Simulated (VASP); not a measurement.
Here is a VASP 6.6.1 calculation.

The input INCAR:

```
SYSTEM = Ir
PREC = Accurate ; ENCUT = 520
EDIFF = 1E-6 ; ISMEAR = 1
SIGMA = 0.025 ; LREAL = .False.
LASPH = .True. ; NELM = 80
ALGO = Normal ; ISIF = 2
LWAVE = .False. ; LCHARG = .False.
GGA = PE ; NBANDS = 10
```

KPOINTS

```
regular mesh
0
Gamma
  15 15 15
  0 0 0
```

POSCAR

```
Ir
1.0
    0.0000000000      1.9197000000      1.9197000000
    1.9197000000      0.0000000000      1.9197000000
    1.9197000000      1.9197000000      0.0000000000
Ir
1
Direct
    0.0000000000      0.0000000000      0.0000000000
```

Potentials or basis: VASP PAW PBE potentials, release 64 (Ir).

The run is started by

```sh
$ cat potpaw_PBE.64/Ir/POTCAR > POTCAR
$ mpirun -np 1 vasp_std > vasp.out
```

Question: Estimate the pressure.

Answer: 9.4 GPa.
